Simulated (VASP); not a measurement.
# MoS2 (P-3m1) in VASP: single point with r2SCAN+D4

Aim: the single point of MoS2 with r2SCAN+D4.

All numbers are computed with VASP 6.6.1; they aren't measurements. Logs are shortened: lines on timing, memory, paths and dates and some standing lists are left out, and cuts for length are marked.

### 1 The cell of the first run

It takes space group P-3m1 (No. 164, trigonal). Conventional cell: a = 3.227 Å, b = 3.227 Å, c = 6.312 Å, α = 90.00°, β = 90.00°, γ = 120.00°. Within 3.3 Å of Mo (site symmetry -3m) lie 6 S at 2.42 Å and 6 Mo at 3.23 Å. Within 3.3 Å of S (site symmetry 3m) lie 3 Mo at 2.42 Å and 6 S at 3.23 Å.

### 2 Single point, r2SCAN+D4, collinear spin, zero start

The input, POSCAR:

```
MoS2
1.0
    3.2274645600      0.0000000000      0.0000000000
   -1.6137322800      2.7950662988      0.0000000000
    0.0000000000      0.0000000000      6.3124734200
Mo S
1 2
Direct
    0.0000000000      0.0000000000      0.5000000000
    0.3333333333      0.6666666667      0.2553193200
    0.6666666667      0.3333333333      0.7446806800
```

The input, INCAR.step1:

```
  PREC = Accurate
  ENCUT = 550
  ISMEAR = 1
  SIGMA = 0.05
  LREAL = F
  LASPH = T
  NELM = 200
  ISPIN = 2
  MAGMOM = 0 0 0
  LMAXMIX = 4
  NBANDS = 24
  ISYM = 0
  GGA = PE
  ALGO = Normal
  EDIFF = 1E-5
  LWAVE = T
  LCHARG = F
  GGA_COMPAT = F
```

The input, INCAR.step2:

```
  PREC = Accurate
  ENCUT = 550
  EDIFF = 1E-6
  ISMEAR = 1
  SIGMA = 0.05
  LREAL = F
  LASPH = T
  NELM = 200
  ALGO = Normal
  ISIF = 2
  LWAVE = F
  LCHARG = T
  ISPIN = 2
  MAGMOM = 0 0 0
  LORBIT = 11
  LMAXMIX = 4
  METAGGA = R2SCAN
  LMIXTAU = T
  IVDW = 13
  VDW_S6 = 1.0
  VDW_S8 = 0.6018749
  VDW_A1 = 0.51559235
  VDW_A2 = 5.77342911
  LELF = T
  LVHAR = T
  NBANDS = 24
  ISYM = 0
  ISTART = 1
  GGA_COMPAT = F
```

The input, KPOINTS:

```
Automatic mesh
0
Gamma
  8 8 4
  0.5 0.5 0.5
```

Potentials or basis: VASP PAW PBE potentials, release 64 (Mo_sv, S).

Command:

```
$ cat potpaw_PBE.64/Mo_sv/POTCAR potpaw_PBE.64/S/POTCAR > POTCAR
$ cp INCAR.step1 INCAR
$ mpirun -np 1 vasp_std > vasp.out
$ cp INCAR.step2 INCAR
$ mpirun -np 1 vasp_std > vasp.out
```

OUTCAR:

```text
PREC = Accurate
   ENCUT = 550
   EDIFF = 1E-6
   ISMEAR = 1
   LREAL = F
   LASPH = T
   NELM = 200
   ISIF = 2
   ISPIN = 2
   LORBIT = 11
   METAGGA = R2SCAN
   IVDW = 13
   ISYM = 0
   ISTART = 1

 ion  position               nearest neighbor table
   1  0.000  0.000  0.500-   2 2.42   3 2.42   3 2.42   2 2.42   3 2.42   2 2.42
   2  0.333  0.667  0.255-   1 2.42   1 2.42   1 2.42
   3  0.667  0.333  0.745-   1 2.42   1 2.42   1 2.42

IMPORTANT INFORMATION: All symmetrisations will be switched off!
NOSYMM: (Re-)initialisation of all symmetry stuff for point group C_1.

----------------------------------------------------------------------------------------

                                     Primitive cell

  volume of cell :      56.9447

  direct lattice vectors                    reciprocal lattice vectors
     3.227464560  0.000000000  0.000000000     0.309840738  0.178886633  0.000000000
    -1.613732280  2.795066299  0.000000000     0.000000000  0.357773267  0.000000000
     0.000000000  0.000000000  6.312473420     0.000000000  0.000000000  0.158416509

  length of vectors
     3.227464560  3.227464560  6.312473420     0.357773267  0.357773267  0.158416509

  position of ions in fractional coordinates (direct lattice)
     0.000000000  0.000000000  0.500000000
     0.333333333  0.666666667  0.255319320
     0.666666667  0.333333333  0.744680680

  ion indices of the primitive-cell ions
   primitive index   ion index
                 1           1
                 2           2
                 3           3

----------------------------------------------------------------------------------------

 KPOINTS: Automatic mesh

Automatic generation of k-mesh.
 Grid dimensions read from file:
 generate k-points for:    8    8    4

 Generating k-lattice:

  Cartesian coordinates                     Fractional coordinates (reciprocal lattice)
     0.038730092  0.022360829  0.000000000     0.125000000  0.000000000  0.000000000
     0.000000000  0.044721658  0.000000000     0.000000000  0.125000000  0.000000000
     0.000000000  0.000000000  0.039604127     0.000000000  0.000000000  0.250000000

  Length of vectors
     0.044721658  0.044721658  0.039604127

  Shift w.r.t. Gamma in fractional coordinates (k-lattice)
     0.500000000  0.500000000  0.500000000

 Subroutine IBZKPT returns following result:
 ===========================================

 Found    384 irreducible k-points:

 Following reciprocal coordinates:
            Coordinates               Weight
  0.062500  0.062500  0.125000      2.000000
 -0.062500  0.125000  0.125000      2.000000
 -0.125000  0.062500  0.125000      2.000000
 -0.062500 -0.062500  0.125000      2.000000
  0.062500 -0.125000  0.125000      2.000000
  0.125000 -0.062500  0.125000      2.000000
[... 16 lines left out ...]
  0.062500 -0.375000  0.125000      2.000000
  0.375000 -0.312500  0.125000      2.000000
 [... further k-points ...]
   k-points           NKPTS =    384   k-points in BZ     NKDIM =    384   number of bands    NBANDS=     24
   number of dos      NEDOS =    301   number of ions     NIONS =      3
   total plane-waves  NPLWV =  37632
   dimension x,y,z NGX =    28 NGY =   28 NGZ =   48
   dimension x,y,z NGXF=    56 NGYF=   56 NGZF=   96
   ions per type =               1   2
   NGX,Y,Z   is equivalent  to a cutoff of  14.42, 14.42, 12.64 a.u.
   NGXF,Y,Z  is equivalent  to a cutoff of  28.85, 28.85, 25.28 a.u.
 SYSTEM =  unknown system
   PREC   = accura    normal or accurate (medium, high low for compatibility)
   ISTART =      1    job   : 0-new  1-cont  2-samecut
   ICHARG =      0    charge: 1-file 2-atom 10-const
   ISPIN  =      2    spin polarized calculation?
   LNONCOLLINEAR =      F non collinear calculations
   LSORBIT =      F    spin-orbit coupling
   LASPH  =      T    aspherical Exc in radial PAW
   ENCUT  =  550.0 eV  40.42 Ry    6.36 a.u.   6.17  6.17 12.07*2*pi/ulx,y,z
   NELM   =    200;   NELMIN=  2; NELMDL=  0     # of ELM steps
   EDIFF  = 0.1E-05   stopping-criterion for ELM
   LREAL  =      F    real-space projection
   EDIFFG = 0.1E-04   stopping-criterion for IOM
   NSW    =      0    number of steps for IOM
   IBRION =     -1    ionic relax: 0-MD 1-quasi-New 2-CG
   NFREE  =      0    steps in history (QN), initial steepest desc. (CG)
   ISIF   =      2    stress and relaxation
   ISYM   =      0    0-nonsym 1-usesym 2-fastsym
   POTIM  = 0.5000    time-step for ionic-motion
   TEBEG  =    0.0;   TEEND  =   0.0 temperature during run
   PSTRESS=    0.0 pullay stress
   NELECT =      26.0000    total number of electrons
   NUPDOWN=      -1.0000    fix difference up-down
   EMIN   =  10.00;   EMAX   =-10.00  energy-range for DOS
   EFERMI =   0.00;   METHOD = LEGACY
   ISMEAR =     1;   SIGMA  =   0.05  broadening in eV -4-tet -1-fermi 0-gaus
   EFERMI_NEDOS =   21; number of points for ismear=-14 and -15
   IALGO  =     38    algorithm
   IMIX   =      4    mixing-type and parameters
     AMIX     =   0.40;   BMIX     =  1.00
     AMIX_MAG =   1.60;   BMIX_MAG =  1.00
  volume/ion in A,a.u.               =      18.98       128.09
  Fermi-wavevector in a.u.,A,eV,Ry     =   1.260612  2.382212 21.621610  1.589144
  Thomas-Fermi vector in A             =   2.394113
   LORBIT       =     11    0 simple, 1 ext, 2 COOP (PROOUT), +10 PAW based schemes
   METAGGA = R2SCAN    functional components
   LHFCALC =     F    Hartree Fock is set to
   AEXX    =    0.0000 exact exchange contribution
   IVDW    =    13    specifies the selected vdW correction
   LEPSILON=     F    determine dielectric tensor
   LRPA    =     F    only Hartree local field effects (RPA)
 spin polarized calculation
 Methfessel and Paxton  Order N= 1 SIGMA  =   0.05
  energy-cutoff  :      550.00
  volume of cell :       56.94
 maximum number of plane-waves:      1678
 NGX is ok and might be reduce to    28
   NGX = 13   NGY = 13   NGZ = 25

 number of electron      25.9999998 magnetization      -0.0000000

 number of electron      25.9999998 magnetization       0.0000000

 Free energy of the ion-electron system (eV)
  ---------------------------------------------------
  ext. energy  EPLUGINS =         0.00000000
  ---------------------------------------------------
  free energy    TOTEN  =       -44.15778596 eV

  energy without entropy =      -44.15762739  energy(sigma->0) =      -44.15773310

 E-fermi :   6.8968     XC(G=0): -11.0995

 val. band max:        6.8958079371   @ k =   0.2500   0.1875  -0.3750
 cond. band min:       6.9085368881   @ k =   0.4375   0.3125   0.1250
 fundamental gap:      0.0127289509
 Fermi energy:         6.8967679538

 spin component 1

 k-point     1 :       0.0625    0.0625    0.1250
  band No.  band energies     occupation
      1     -56.9657      1.00000
      2     -30.2780      1.00000
      3     -30.2648      1.00000
      4     -30.2485      1.00000
      5      -8.5236      1.00000
      6      -7.2237      1.00000
[... 16 lines left out ...]
     23      18.6717      0.00000
     24      19.2589      0.00000

 k-point     2 :      -0.0625    0.1250    0.1250
  band No.  band energies     occupation
      1     -56.9657      1.00000
      2     -30.2780      1.00000
      3     -30.2648      1.00000
      4     -30.2485      1.00000
      5      -8.5236      1.00000
      6      -7.2237      1.00000
[... 16 lines left out ...]
     23      18.6717      0.00000
     24      19.2589      0.00000
[... 565 lines left out ...]
     23      18.1596      0.00000
     24      19.3894      0.00000

 k-point    24 :       0.3750   -0.3125    0.1250
  band No.  band energies     occupation
      1     -56.9423      1.00000
      2     -30.5074      1.00000
      3     -30.3086      1.00000
      4     -30.2156      1.00000
      5      -7.2576      1.00000
      6      -6.9098      1.00000
[... 16 lines left out ...]
     23      18.0755      0.00000
     24      19.2291      0.00000

 [... further k-points ...]

 spin component 2

 k-point     1 :       0.0625    0.0625    0.1250
  band No.  band energies     occupation
      1     -56.9657      1.00000
      2     -30.2780      1.00000
      3     -30.2648      1.00000
      4     -30.2485      1.00000
      5      -8.5236      1.00000
      6      -7.2237      1.00000
[... 16 lines left out ...]
     23      18.6717      0.00000
     24      19.2589      0.00000

 k-point     2 :      -0.0625    0.1250    0.1250
  band No.  band energies     occupation
      1     -56.9657      1.00000
      2     -30.2780      1.00000
      3     -30.2648      1.00000
      4     -30.2485      1.00000
      5      -8.5236      1.00000
      6      -7.2237      1.00000
[... 16 lines left out ...]
     23      18.6717      0.00000
     24      19.2589      0.00000
[... 565 lines left out ...]
     23      18.1596      0.00000
     24      19.3894      0.00000

 k-point    24 :       0.3750   -0.3125    0.1250
  band No.  band energies     occupation
      1     -56.9423      1.00000
      2     -30.5074      1.00000
      3     -30.3086      1.00000
      4     -30.2156      1.00000
      5      -7.2576      1.00000
      6      -6.9098      1.00000
[... 16 lines left out ...]
     23      18.0755      0.00000
     24      19.2291      0.00000

 [... further k-points ...]

------------------------ aborting loop because EDIFF is reached ----------------------------------------

  DFT-D4 for vdW energy calculation

  Edisp (eV):   -0.44002

  FORCE on cell =-STRESS in cart. coord.  units (eV):
  Direction    XX          YY          ZZ          XY          YZ          ZX
  --------------------------------------------------------------------------------------
  -------------------------------------------------------------------------------------
  Total      -0.40030    -0.40031    -0.35663    -0.00001     0.00000    -0.00000
  in kB     -11.26268   -11.26294   -10.03392    -0.00022     0.00002    -0.00003
  external pressure =      -10.85 kB  Pullay stress =        0.00 kB

 VOLUME and BASIS-vectors are now :
 -----------------------------------------------------------------------------
  energy-cutoff  :      550.00
  volume of cell :       56.94
      direct lattice vectors                 reciprocal lattice vectors
     3.227464560  0.000000000  0.000000000     0.309840738  0.178886633  0.000000000
    -1.613732280  2.795066299  0.000000000     0.000000000  0.357773267  0.000000000
     0.000000000  0.000000000  6.312473420     0.000000000  0.000000000  0.158416509

 POSITION                                       TOTAL-FORCE (eV/Angst)
 -----------------------------------------------------------------------------------
      0.00000      0.00000      3.15624         0.000000     -0.000000      0.000000
     -0.00000      1.86338      1.61170        -0.000000      0.000000     -0.057599
      1.61373      0.93169      4.70078         0.000000     -0.000000      0.057599
 -----------------------------------------------------------------------------------
    total drift:                               -0.000000      0.000000      0.000000

  FREE ENERGIE OF THE ION-ELECTRON SYSTEM (eV)
  ---------------------------------------------------
  free  energy   TOTEN  =       -44.5978086639 eV

  energy  without entropy=      -44.5976500923  energy(sigma->0) =      -44.59775581

 total charge

# of ion       s       p       d       tot
------------------------------------------
    1        2.284   6.213   3.843  12.341
    2        1.356   2.352   0.000   3.708
    3        1.356   2.352   0.000   3.708
--------------------------------------------------
tot          4.996  10.918   3.843  19.758

 magnetization (x)

# of ion       s       p       d       tot
------------------------------------------
    1       -0.000  -0.000  -0.000  -0.000
    2        0.000   0.000   0.000   0.000
    3        0.000   0.000   0.000   0.000
--------------------------------------------------
tot          0.000   0.000  -0.000   0.000
```

It took 27 min on 1 thread of Intel Xeon 6975P-C (Granite Rapids), shared host; peak memory 0.85 GiB.

What came out:

```
Free energy                                           : -44.5978 eV
Pressure                                              : -1.1 GPa
Largest force                                         : 0.058 eV/Å
Band gap on the k mesh                                : zero (filled and empty bands overlap)
Net moment                                            : 0.00 μB per cell
Valence electrons inside the program's atomic spheres : Mo 12.34; S 3.71
Dispersion energy per atom                            : -0.147 eV
```

Forces on the atoms (eV/Å):
```
Mo   0.000  0.000  0.000
S    0.000  0.000 -0.058
S    0.000  0.000  0.058
```

Levels at points of the mesh, in eV from the Fermi level:
Spin up:
```tsv
k point	band 10	band 11	band 12	band 13	band 14	band 15	band 16	band 17
(0.06, 0.06, 0.12)	-2.22	-2.06	-1.76	-0.92	0.04	0.06	2.93	3.19
```
Spin down:
```csv
k point,band 10,band 11,band 12,band 13,band 14,band 15,band 16,band 17
"(0.06, 0.06, 0.12)",-2.22,-2.06,-1.76,-0.92,0.04,0.06,2.93,3.19
```

Caveat: the PAW data sets were made with another functional, which shifts forces and pressure a little.
